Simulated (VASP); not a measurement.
# Cd (P6_3/mmc) in VASP: a series of runs, part 2 of 3

VASP 6.6.1. The steps go on from the part before.

### Step 3. Single point, r2SCAN

File POSCAR:

```
Cd
1.0
    2.9509006248      0.0000000000      0.0000000000
   -1.4754503124      2.5555549051      0.0000000000
    0.0000000000      0.0000000000      5.8838547497
Cd
2
Direct
    0.3333333333      0.6666666667      0.2500000000
    0.6666666667      0.3333333333      0.7500000000
```

File INCAR.step1:

```
SYSTEM = Cd
PREC = Accurate ; ENCUT = 520
ISMEAR = 1 ; SIGMA = 0.2
LREAL = .False. ; LASPH = .True.
NELM = 60 ; NBANDS = 19
GGA = PE ; ALGO = Normal
EDIFF = 1E-4 ; LWAVE = .True.
LCHARG = .False.
```

File INCAR.step2:

```
SYSTEM = Cd
PREC = Accurate ; ENCUT = 520
EDIFF = 1E-6 ; ISMEAR = 1
SIGMA = 0.2 ; LREAL = .False.
LASPH = .True. ; NELM = 60
ALGO = Normal ; ISIF = 2
LWAVE = .False. ; LCHARG = .True.
METAGGA = R2SCAN ; LMIXTAU = .True.
LELF = .True. ; LVHAR = .True.
NBANDS = 19 ; ISTART = 1
```

File KPOINTS:

```
regular mesh
0
Gamma
  12 12 6
  0 0 0
```

Potentials or basis: VASP PAW PBE potentials, release 64 (Cd).

Command:

```console
$ cat potpaw_PBE.64/Cd/POTCAR > POTCAR
$ cp INCAR.step1 INCAR
$ mpirun -np 1 vasp_std > vasp.out
$ cp INCAR.step2 INCAR
$ mpirun -np 1 vasp_std > vasp.out
```

OUTCAR:

```text
SYSTEM = Cd
   PREC = Accurate
   ENCUT = 520
   EDIFF = 1E-6
   ISMEAR = 1
   LREAL = .False.
   LASPH = .True.
   NELM = 60
   ISIF = 2
   METAGGA = R2SCAN
   ISTART = 1

 ion  position               nearest neighbor table
   1  0.333  0.667  0.250-   2 3.40   2 3.40   2 3.40   2 3.40   2 3.40   2 3.40
   2  0.667  0.333  0.750-   1 3.40   1 3.40   1 3.40   1 3.40   1 3.40   1 3.40

  LATTYP: Found a hexagonal cell.
 ALAT       =     2.9509006248
 C/A-ratio  =     1.9939182974

  Lattice vectors:

 A1 = (   2.9509006248,   0.0000000000,   0.0000000000)
 A2 = (  -1.4754503124,   2.5555549051,   0.0000000000)
 A3 = (   0.0000000000,   0.0000000000,   5.8838547497)

Analysis of symmetry for initial positions (statically):
=====================================================================
 Subroutine PRICEL returns:
 Original cell was already a primitive cell.

 Routine SETGRP: Setting up the symmetry group for a
 hexagonal supercell.

 Subroutine GETGRP returns: Found 24 space group operations
 (whereof 12 operations were pure point group operations)
 out of a pool of 24 trial point group operations.

The static configuration has the point symmetry D_3d.
 The point group associated with its full space group is D_6h.

Analysis of symmetry for dynamics (positions and initial velocities):
=====================================================================
 Subroutine PRICEL returns:
 Original cell was already a primitive cell.

 Routine SETGRP: Setting up the symmetry group for a
 hexagonal supercell.

 Subroutine GETGRP returns: Found 24 space group operations
 (whereof 12 operations were pure point group operations)
 out of a pool of 24 trial point group operations.

The dynamic configuration has the point symmetry D_3d.
 The point group associated with its full space group is D_6h.

 Subroutine INISYM returns: Found 24 space group operations
 (whereof 12 operations are pure point group operations),
 and found     1 'primitive' translations

----------------------------------------------------------------------------------------

                                     Primitive cell

  volume of cell :      44.3713

  direct lattice vectors                    reciprocal lattice vectors
     2.950900625  0.000000000  0.000000000     0.338879592  0.195652224  0.000000000
    -1.475450312  2.555554905  0.000000000     0.000000000  0.391304447  0.000000000
     0.000000000  0.000000000  5.883854750     0.000000000  0.000000000  0.169956609

  length of vectors
     2.950900625  2.950900625  5.883854750     0.391304447  0.391304447  0.169956609

  position of ions in fractional coordinates (direct lattice)
     0.333333333  0.666666667  0.250000000
     0.666666667  0.333333333  0.750000000

  ion indices of the primitive-cell ions
   primitive index   ion index
                 1           1
                 2           2

----------------------------------------------------------------------------------------

 KPOINTS: regular mesh

Automatic generation of k-mesh.
 Grid dimensions read from file:
 generate k-points for:   12   12    6

 Generating k-lattice:

  Cartesian coordinates                     Fractional coordinates (reciprocal lattice)
     0.028239966  0.016304352  0.000000000     0.083333333 -0.000000000  0.000000000
     0.000000000  0.032608704  0.000000000     0.000000000  0.083333333  0.000000000
     0.000000000  0.000000000  0.028326101     0.000000000  0.000000000  0.166666667

  Length of vectors
     0.032608704  0.032608704  0.028326101

  Shift w.r.t. Gamma in fractional coordinates (k-lattice)
     0.000000000  0.000000000  0.000000000

 Subroutine IBZKPT returns following result:
 ===========================================

 Found     76 irreducible k-points:

 Following reciprocal coordinates:
            Coordinates               Weight
  0.000000  0.000000  0.000000      1.000000
  0.083333  0.000000  0.000000      6.000000
  0.166667 -0.000000  0.000000      6.000000
  0.250000 -0.000000  0.000000      6.000000
  0.333333 -0.000000  0.000000      6.000000
  0.416667 -0.000000  0.000000      6.000000
[... 16 lines left out ...]
  0.250000 -0.000000  0.166667     12.000000
  0.333333 -0.000000  0.166667     12.000000
 [... further k-points ...]
   k-points           NKPTS =     76   k-points in BZ     NKDIM =     76   number of bands    NBANDS=     19
   number of dos      NEDOS =    301   number of ions     NIONS =      2
   total plane-waves  NPLWV =  27648
   dimension x,y,z NGX =    24 NGY =   24 NGZ =   48
   dimension x,y,z NGXF=    48 NGYF=   48 NGZF=   96
   ions per type =               2
   NGX,Y,Z   is equivalent  to a cutoff of  13.52, 13.52, 13.56 a.u.
   NGXF,Y,Z  is equivalent  to a cutoff of  27.04, 27.04, 27.12 a.u.
 SYSTEM =  Cd
   PREC   = accura    normal or accurate (medium, high low for compatibility)
   ISTART =      1    job   : 0-new  1-cont  2-samecut
   ICHARG =      0    charge: 1-file 2-atom 10-const
   ISPIN  =      1    spin polarized calculation?
   LNONCOLLINEAR =      F non collinear calculations
   LSORBIT =      F    spin-orbit coupling
   LASPH  =      T    aspherical Exc in radial PAW
   ENCUT  =  520.0 eV  38.22 Ry    6.18 a.u.   5.49  5.49 10.94*2*pi/ulx,y,z
   NELM   =     60;   NELMIN=  2; NELMDL=  0     # of ELM steps
   EDIFF  = 0.1E-05   stopping-criterion for ELM
   LREAL  =      F    real-space projection
   EDIFFG = 0.1E-04   stopping-criterion for IOM
   NSW    =      0    number of steps for IOM
   IBRION =     -1    ionic relax: 0-MD 1-quasi-New 2-CG
   NFREE  =      0    steps in history (QN), initial steepest desc. (CG)
   ISIF   =      2    stress and relaxation
   ISYM   =      2    0-nonsym 1-usesym 2-fastsym
   POTIM  = 0.5000    time-step for ionic-motion
   TEBEG  =    0.0;   TEEND  =   0.0 temperature during run
   PSTRESS=    0.0 pullay stress
   NELECT =      24.0000    total number of electrons
   NUPDOWN=      -1.0000    fix difference up-down
   EMIN   =  10.00;   EMAX   =-10.00  energy-range for DOS
   EFERMI =   0.00;   METHOD = LEGACY
   ISMEAR =     1;   SIGMA  =   0.20  broadening in eV -4-tet -1-fermi 0-gaus
   EFERMI_NEDOS =   21; number of points for ismear=-14 and -15
   IALGO  =     38    algorithm
   IMIX   =      4    mixing-type and parameters
     AMIX     =   0.40;   BMIX     =  1.00
     AMIX_MAG =   1.60;   BMIX_MAG =  1.00
  volume/ion in A,a.u.               =      22.19       149.72
  Fermi-wavevector in a.u.,A,eV,Ry     =   1.333863  2.520636 24.207368  1.779191
  Thomas-Fermi vector in A             =   2.462689
   LORBIT       =      0    0 simple, 1 ext, 2 COOP (PROOUT), +10 PAW based schemes
   METAGGA = R2SCAN    functional components
   LHFCALC =     F    Hartree Fock is set to
   AEXX    =    0.0000 exact exchange contribution
   IVDW    =     0    specifies the selected vdW correction
   LEPSILON=     F    determine dielectric tensor
   LRPA    =     F    only Hartree local field effects (RPA)
 non-spin polarized calculation
 Methfessel and Paxton  Order N= 1 SIGMA  =   0.20
  energy-cutoff  :      520.00
  volume of cell :       44.37
 maximum number of plane-waves:      1222
 NGX is ok and might be reduce to    24
   NGX = 11   NGY = 11   NGZ = 21

 number of electron      24.0000004 magnetization

 Free energy of the ion-electron system (eV)
  ---------------------------------------------------
  ext. energy  EPLUGINS =         0.00000000
  ---------------------------------------------------
  free energy    TOTEN  =       -40.21254977 eV

  energy without entropy =      -40.21157116  energy(sigma->0) =      -40.21222357

 E-fermi :   2.6795     XC(G=0): -11.6168

 val. band max:        2.6745595268   @ k =   0.2500   0.0833   0.0000
 cond. band min:       3.0353701642   @ k =   0.2500  -0.0000   0.1667
 fundamental gap:      0.3608106374
 Fermi energy:         2.6795036279

 k-point     1 :       0.0000    0.0000    0.0000
  band No.  band energies     occupation
      1      -7.6201      2.00000
      2      -7.4278      2.00000
      3      -6.9270      2.00000
      4      -6.9270      2.00000
      5      -6.8906      2.00000
      6      -6.8906      2.00000
[... 11 lines left out ...]
     18      19.0996      0.00000
     19      19.3455      0.00000
[... 485 lines left out ...]
 k-point    24 :       0.3333   -0.0000    0.1667
  band No.  band energies     occupation
      1      -7.5887      2.00000
      2      -7.4528      2.00000
      3      -7.1297      2.00000
      4      -6.8712      2.00000
      5      -6.6313      2.00000
      6      -6.5167      2.00000
[... 11 lines left out ...]
     18      14.8989      0.00000
     19      16.7361      0.00000

 [... further k-points ...]

------------------------ aborting loop because EDIFF is reached ----------------------------------------

  FORCE on cell =-STRESS in cart. coord.  units (eV):
  Direction    XX          YY          ZZ          XY          YZ          ZX
  --------------------------------------------------------------------------------------
  -------------------------------------------------------------------------------------
  Total        0.1353732      0.1353732      0.0378275      0.0000000      0.0000000      0.0000000
  in kB        4.8881178      4.8881178      1.3658909      0.0000000      0.0000000      0.0000000
  external PRESSURE =       3.7140422 kB  Pullay stress =       0.0000000 kB

 VOLUME and BASIS-vectors are now :
 -----------------------------------------------------------------------------
  energy-cutoff  :      520.00
  volume of cell :       44.37
      direct lattice vectors                 reciprocal lattice vectors
     2.950900625  0.000000000  0.000000000     0.338879592  0.195652224  0.000000000
    -1.475450312  2.555554905  0.000000000     0.000000000  0.391304447  0.000000000
     0.000000000  0.000000000  5.883854750     0.000000000  0.000000000  0.169956609

 POSITION                                       TOTAL-FORCE (eV/Angst)
 -----------------------------------------------------------------------------------
     -0.00000      1.70370      1.47096        -0.000000      0.000000      0.000000
      1.47545      0.85185      4.41289         0.000000     -0.000000      0.000000
 -----------------------------------------------------------------------------------
    total drift:                               -0.000000      0.000000      0.000000

  FREE ENERGIE OF THE ION-ELECTRON SYSTEM (eV)
  ---------------------------------------------------
  free  energy   TOTEN  =       -40.2125497727 eV

  energy  without entropy=      -40.2115711579  energy(sigma->0) =      -40.21222357
```

Wall time 2.1 min (1 thread of Intel Xeon Platinum 8488C (Sapphire Rapids), shared host); peak memory 0.2 GiB.

What came out:

* Free energy: -40.2125 eV
* Pressure: 0.4 GPa
* Band gap on the k mesh: zero (band 12 reaches 4.06 eV, above the bottom of band 13 at -0.36 eV)

Caveat: the PAW data sets were made with another functional, which shifts forces and pressure a little.

(Continued in part 3 of 3.)
